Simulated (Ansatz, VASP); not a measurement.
# Two plane-wave programs on Al2Ru

```
CELL_PARAMETERS angstrom
0.00000 3.80193 4.17975
2.52724 0.00000 4.17975
2.52724 3.80193 0.00000
ATOMIC_POSITIONS crystal
Al 0.07890 0.42110 0.07890
Al 0.42110 0.07890 0.42110
Al 0.17110 0.82890 0.17110
Al 0.82890 0.17110 0.82890
Ru 0.75000 0.75000 0.75000
Ru 0.50000 0.50000 0.50000
```

Change from the starting cell: volume 13.387 Å^3 an atom, stretch along a over the lengths across it, relative to the relaxed cell 1.1282.

Alike in both runs: task single point; functional LDA; k mesh 10 × 10 × 10; occupations gaussian, width 0.03 eV; no spin polarisation.

```csv
,VASP,Ansatz
version,VASP 6.6.1,Ansatz 0.2.0
potentials or method,"VASP PAW LDA potentials, release 64 (Al, Ru_pv), cutoff 520 eV","scalar-relativistic, plane waves, PAW"
valence electrons in the cell,40,44
```

```tsv
	VASP	Ansatz	Ansatz less VASP
gap on the k mesh at the Fermi level (eV)	0.38	0.38	+0.007
least direct gap on the mesh (eV)	1.13	1.13	0.000
pressure (GPa)	2.3	1.8	-0.47
traceless stress, the component that is largest in VASP (GPa)	-21.56	-21.50	+0.061
rms of the force components (eV/Å)	0.225	0.231	+0.0063
```

Ansatz warns that its potentials were made for another functional, while VASP's fit it. LDA's correlation is that of Perdew and Zunger in VASP and of Perdew and Wang (1992) in Ansatz. Atom by atom the forces differ by 0.006 eV/Å (rms over components). VASP's potentials hold 40 valence electrons a cell and Ansatz's 44, so a difference there can come from the potentials and not from the codes.
